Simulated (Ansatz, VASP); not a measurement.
# AlN in VASP and in Ansatz

```
CELL_PARAMETERS angstrom
0.00000 2.18869 2.18869
2.18869 0.00000 2.18869
2.18869 2.18869 0.00000
ATOMIC_POSITIONS crystal
Al 0.00000 0.00000 0.00000
N 0.25000 0.25000 0.25000
```

Alike in both runs: functional PBEsol; k mesh 10 × 10 × 10; occupations gaussian, width 0.02 eV; no spin polarisation.

Ansatz relaxed the structure, and its values are those at the end. VASP's run is a single point on that final structure, the one shown.

|  | VASP | Ansatz |
| --- | --- | --- |
| version | VASP 6.6.1 | Ansatz 0.2.0 |
| potentials or method | VASP PAW PBE potentials, release 64 (Al, N), cutoff 600 eV | scalar-relativistic, plane waves, PAW |
| valence electrons in the cell | 8 | 8 |

|  | VASP | Ansatz | Ansatz less VASP |
| --- | --- | --- | --- |
| gap on the k mesh at the Fermi level (eV) | 3.18 | 3.19 | +0.007 |
| least direct gap on the mesh (eV) | 4.08 | 4.06 | -0.016 |
| pressure (GPa) | -0.1 | 0.0 | +0.12 |

VASP's potentials were made for PBE, not for PBEsol, and Ansatz warns of the same on its side. With one functional, cell and mesh, what is left measures potentials, basis and numerics.
